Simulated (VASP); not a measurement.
# Cl (Cmce) in VASP: single point with PBE

Aim: the single point of Cl with PBE.

Everything below comes from runs of VASP 6.6.1. Logs are shortened: lines on timing, memory, paths and dates and some standing lists are left out, and cuts for length are marked.

**1. The cell of the first run**

It takes space group Cmce (No. 64, orthorhombic). The conventional cell has a = 7.986 Å, b = 4.280 Å, c = 8.337 Å, α = 90.00°, β = 90.00°, γ = 90.00°. Cl (site symmetry m) has 1 Cl at 2.03 Å within 2.7 Å.

**2. Single point, PBE**

File INCAR:

```
PREC = Accurate
ENCUT = 520
EDIFF = 1E-6
ISMEAR = 0
SIGMA = 0.02
LREAL = F
LASPH = T
NELM = 80
ALGO = Normal
ISIF = 2
LWAVE = F
LCHARG = T
GGA = PE
LELF = T
LVHAR = T
NBANDS = 22
```

File KPOINTS:

```
Automatic mesh
0
Gamma
  11 11 5
```

File POSCAR:

```
Cl
1.0
    3.9929152528     -2.1402005818      0.0000000000
    3.9929152528      2.1402005818      0.0000000000
    0.0000000000      0.0000000000      8.3368728735
Cl
4
Direct
    0.8860679694      0.1139320306      0.1064956741
    0.6139320306      0.3860679694      0.6064956741
    0.1139320306      0.8860679694      0.8935043259
    0.3860679694      0.6139320306      0.3935043259
```

Potentials or basis: VASP PAW PBE potentials, release 64 (Cl).

Started as:

```sh
cat potpaw_PBE.64/Cl/POTCAR > POTCAR
mpirun -np 1 vasp_std > vasp.out
```

OUTCAR:

```text
PREC = Accurate
   ENCUT = 520
   EDIFF = 1E-6
   ISMEAR = 0
   LREAL = F
   LASPH = T
   NELM = 80
   ISIF = 2
   GGA = PE

 ion  position               nearest neighbor table
   1  0.886  0.114  0.106-   3 2.03
   2  0.614  0.386  0.606-   4 2.03
   3  0.114  0.886  0.894-   1 2.03
   4  0.386  0.614  0.394-   2 2.03

  LATTYP: Found a base centered orthorhombic cell.
 ALAT       =     4.2804011636
 B/A-ratio  =     1.8656733798
 C/A-ratio  =     1.9476849377

  Lattice vectors:

 A1 = (  -3.9929152528,  -2.1402005818,   0.0000000000)
 A2 = (   3.9929152528,  -2.1402005818,   0.0000000000)
 A3 = (   0.0000000000,   0.0000000000,   8.3368728735)

Analysis of symmetry for initial positions (statically):
=====================================================================
 Subroutine PRICEL returns:
 Original cell was already a primitive cell.

 Routine SETGRP: Setting up the symmetry group for a
 base centered orthorhombic supercell.

 Subroutine GETGRP returns: Found  8 space group operations
 (whereof  4 operations were pure point group operations)
 out of a pool of  8 trial point group operations.

The static configuration has the point symmetry C_2h.
 The point group associated with its full space group is D_2h.

Analysis of symmetry for dynamics (positions and initial velocities):
=====================================================================
 Subroutine PRICEL returns:
 Original cell was already a primitive cell.

 Routine SETGRP: Setting up the symmetry group for a
 base centered orthorhombic supercell.

 Subroutine GETGRP returns: Found  8 space group operations
 (whereof  4 operations were pure point group operations)
 out of a pool of  8 trial point group operations.

The dynamic configuration has the point symmetry C_2h.
 The point group associated with its full space group is D_2h.

 Subroutine INISYM returns: Found  8 space group operations
 (whereof  4 operations are pure point group operations),
 and found     1 'primitive' translations

----------------------------------------------------------------------------------------

                                     Primitive cell

  volume of cell :     142.4878

  direct lattice vectors                    reciprocal lattice vectors
     3.992915253 -2.140200582  0.000000000     0.125221791 -0.233622962  0.000000000
     3.992915253  2.140200582  0.000000000     0.125221791  0.233622962  0.000000000
     0.000000000  0.000000000  8.336872874     0.000000000  0.000000000  0.119949052

  length of vectors
     4.530323470  4.530323470  8.336872874     0.265066379  0.265066379  0.119949052

  position of ions in fractional coordinates (direct lattice)
     0.886067969  0.113932031  0.106495674
     0.613932031  0.386067969  0.606495674
     0.113932031  0.886067969  0.893504326
     0.386067969  0.613932031  0.393504326

  ion indices of the primitive-cell ions
   primitive index   ion index
                 1           1
                 2           2
                 3           3
                 4           4

----------------------------------------------------------------------------------------

 KPOINTS: Automatic mesh

Automatic generation of k-mesh.
 Grid dimensions read from file:
 generate k-points for:   11   11    5

 Generating k-lattice:

  Cartesian coordinates                     Fractional coordinates (reciprocal lattice)
     0.011383799 -0.021238451  0.000000000     0.090909091  0.000000000  0.000000000
     0.011383799  0.021238451  0.000000000     0.000000000  0.090909091  0.000000000
     0.000000000  0.000000000  0.023989810     0.000000000  0.000000000  0.200000000

  Length of vectors
     0.024096944  0.024096944  0.023989810

  Shift w.r.t. Gamma in fractional coordinates (k-lattice)
     0.000000000  0.000000000  0.000000000

 Subroutine IBZKPT returns following result:
 ===========================================

 Found    108 irreducible k-points:

 Following reciprocal coordinates:
            Coordinates               Weight
  0.000000  0.000000  0.000000      1.000000
  0.090909  0.000000  0.000000      4.000000
  0.181818  0.000000  0.000000      4.000000
  0.272727  0.000000  0.000000      4.000000
  0.363636 -0.000000  0.000000      4.000000
  0.454545  0.000000  0.000000      4.000000
[... 16 lines left out ...]
 -0.272727  0.181818  0.000000      4.000000
 -0.181818  0.181818  0.000000      2.000000
 [... further k-points ...]
   k-points           NKPTS =    108   k-points in BZ     NKDIM =    108   number of bands    NBANDS=     22
   number of dos      NEDOS =    301   number of ions     NIONS =      4
   total plane-waves  NPLWV =  82944
   dimension x,y,z NGX =    36 NGY =   36 NGZ =   64
   dimension x,y,z NGXF=    72 NGYF=   72 NGZF=  128
   ions per type =               4
   NGX,Y,Z   is equivalent  to a cutoff of  13.21, 13.21, 12.76 a.u.
   NGXF,Y,Z  is equivalent  to a cutoff of  26.42, 26.42, 25.52 a.u.
 SYSTEM =  unknown system
   PREC   = accura    normal or accurate (medium, high low for compatibility)
   ISTART =      0    job   : 0-new  1-cont  2-samecut
   ICHARG =      2    charge: 1-file 2-atom 10-const
   ISPIN  =      1    spin polarized calculation?
   LNONCOLLINEAR =      F non collinear calculations
   LSORBIT =      F    spin-orbit coupling
   LASPH  =      T    aspherical Exc in radial PAW
   ENCUT  =  520.0 eV  38.22 Ry    6.18 a.u.   8.42  8.42 15.50*2*pi/ulx,y,z
   NELM   =     80;   NELMIN=  2; NELMDL= -5     # of ELM steps
   EDIFF  = 0.1E-05   stopping-criterion for ELM
   LREAL  =      F    real-space projection
   EDIFFG = 0.1E-04   stopping-criterion for IOM
   NSW    =      0    number of steps for IOM
   IBRION =     -1    ionic relax: 0-MD 1-quasi-New 2-CG
   NFREE  =      0    steps in history (QN), initial steepest desc. (CG)
   ISIF   =      2    stress and relaxation
   ISYM   =      2    0-nonsym 1-usesym 2-fastsym
   POTIM  = 0.5000    time-step for ionic-motion
   TEBEG  =    0.0;   TEEND  =   0.0 temperature during run
   PSTRESS=    0.0 pullay stress
   NELECT =      28.0000    total number of electrons
   NUPDOWN=      -1.0000    fix difference up-down
   EMIN   =  10.00;   EMAX   =-10.00  energy-range for DOS
   EFERMI =   0.00;   METHOD = LEGACY
   ISMEAR =     0;   SIGMA  =   0.02  broadening in eV -4-tet -1-fermi 0-gaus
   EFERMI_NEDOS =   21; number of points for ismear=-14 and -15
   IALGO  =     38    algorithm
   IMIX   =      4    mixing-type and parameters
     AMIX     =   0.40;   BMIX     =  1.00
     AMIX_MAG =   1.60;   BMIX_MAG =  1.00
  volume/ion in A,a.u.               =      35.62       240.39
  Fermi-wavevector in a.u.,A,eV,Ry     =   0.951776  1.798597 12.325222  0.905878
  Thomas-Fermi vector in A             =   2.080278
   LORBIT       =      0    0 simple, 1 ext, 2 COOP (PROOUT), +10 PAW based schemes
   GGA     = PE    functional components
   LHFCALC =     F    Hartree Fock is set to
   AEXX    =    0.0000 exact exchange contribution
   IVDW    =     0    specifies the selected vdW correction
   LEPSILON=     F    determine dielectric tensor
   LRPA    =     F    only Hartree local field effects (RPA)
 non-spin polarized calculation
 Gauss-broadening in eV      SIGMA  =   0.02
  energy-cutoff  :      520.00
  volume of cell :      142.49
 maximum number of plane-waves:      3876
 NGX is ok and might be reduce to    36
   NGX = 17   NGY = 17   NGZ = 31

 number of electron      28.0000002 magnetization

 Free energy of the ion-electron system (eV)
  ---------------------------------------------------
  ext. energy  EPLUGINS =         0.00000000
  ---------------------------------------------------
  free energy    TOTEN  =        -7.39590771 eV

  energy without entropy =       -7.39590771  energy(sigma->0) =       -7.39590771

 E-fermi :  -1.6849     XC(G=0):  -6.7962

 val. band max:       -1.8472526222   @ k =   0.0000   0.0000   0.0000
 cond. band min:       0.4924939184   @ k =   0.0000   0.0000   0.0000
 fundamental gap:      2.3397465406
 Fermi energy:        -1.6849335386

 k-point     1 :       0.0000    0.0000    0.0000
  band No.  band energies     occupation
      1     -18.3151      2.00000
      2     -18.0848      2.00000
      3     -14.5341      2.00000
      4     -13.8988      2.00000
      5      -7.2132      2.00000
      6      -6.2166      2.00000
[... 14 lines left out ...]
     21       8.5966      0.00000
     22       8.8450      0.00000

 k-point     2 :       0.0909    0.0000    0.0000
  band No.  band energies     occupation
      1     -18.3052      2.00000
      2     -18.0838      2.00000
      3     -14.5229      2.00000
      4     -13.9144      2.00000
      5      -7.2076      2.00000
      6      -6.2479      2.00000
[... 14 lines left out ...]
     21       8.6544      0.00000
     22       8.6886      0.00000

 k-point     3 :       0.1818    0.0000    0.0000
  band No.  band energies     occupation
      1     -18.2772      2.00000
      2     -18.0820      2.00000
      3     -14.4903      2.00000
      4     -13.9593      2.00000
      5      -7.1891      2.00000
      6      -6.3415      2.00000
[... 14 lines left out ...]
     21       8.0911      0.00000
     22       8.5639      0.00000
[... 476 lines left out ...]
 k-point    23 :      -0.2727    0.1818    0.0000
  band No.  band energies     occupation
      1     -18.1522      2.00000
      2     -18.1132      2.00000
      3     -14.2986      2.00000
      4     -14.1948      2.00000
      5      -7.0059      2.00000
      6      -6.8179      2.00000
[... 14 lines left out ...]
     21       8.1393      0.00000
     22       8.4843      0.00000

 k-point    24 :      -0.1818    0.1818    0.0000
  band No.  band energies     occupation
      1     -18.1965      2.00000
      2     -18.0950      2.00000
      3     -14.3783      2.00000
      4     -14.1084      2.00000
      5      -7.1025      2.00000
      6      -6.6519      2.00000
[... 14 lines left out ...]
     21       7.7753      0.00000
     22       8.6609      0.00000

 [... further k-points ...]

------------------------ aborting loop because EDIFF is reached ----------------------------------------

  FORCE on cell =-STRESS in cart. coord.  units (eV):
  Direction    XX          YY          ZZ          XY          YZ          ZX
  --------------------------------------------------------------------------------------
  -------------------------------------------------------------------------------------
  Total       -0.0501528     -0.1613987     -0.5293019      0.0000000      0.0000000      0.0000000
  in kB       -0.5639342     -1.8148172     -5.9516349      0.0000000      0.0000000      0.0000000
  external PRESSURE =      -2.7767954 kB  Pullay stress =       0.0000000 kB

 VOLUME and BASIS-vectors are now :
 -----------------------------------------------------------------------------
  energy-cutoff  :      520.00
  volume of cell :      142.49
      direct lattice vectors                 reciprocal lattice vectors
     3.992915253 -2.140200582  0.000000000     0.125221791 -0.233622962  0.000000000
     3.992915253  2.140200582  0.000000000     0.125221791  0.233622962  0.000000000
     0.000000000  0.000000000  8.336872874     0.000000000  0.000000000  0.119949052

 POSITION                                       TOTAL-FORCE (eV/Angst)
 -----------------------------------------------------------------------------------
      3.99292     -1.65253      0.88784         0.000000     -0.082166     -0.151709
      3.99292     -0.48767      5.05628         0.000000      0.082166     -0.151709
      3.99292      1.65253      7.44903         0.000000      0.082166      0.151709
      3.99292      0.48767      3.28060         0.000000     -0.082166      0.151709
 -----------------------------------------------------------------------------------
    total drift:                               -0.000000     -0.000000      0.000000

  FREE ENERGIE OF THE ION-ELECTRON SYSTEM (eV)
  ---------------------------------------------------
  free  energy   TOTEN  =        -7.3959077070 eV

  energy  without entropy=       -7.3959077070  energy(sigma->0) =       -7.39590771
```

Run time: 98 s. Hardware: 1 thread of Intel Xeon 6975P-C (Granite Rapids), shared host; peak memory 0.4 GiB.

Results:

```
Free energy            : -7.3959 eV
Pressure               : -0.3 GPa
Largest force          : 0.173 eV/Å
Band gap on the k mesh : 2.34 eV
```

Forces on the atoms (eV/Å):
```
Cl   0.000 -0.082 -0.152
Cl   0.000  0.082 -0.152
Cl   0.000  0.082  0.152
Cl   0.000 -0.082  0.152
```

Levels at points of the mesh, in eV from the valence-band top:
```
           k point  band 12  band 13  band 14  band 15  band 16  band 17
(0.00, 0.00, 0.00)    -0.37    -0.21     0.00     2.34     3.09     6.16
```

Caveat: this functional lacks dispersion, which holds the molecules together, so the pressure and a relaxed volume are unreliable.
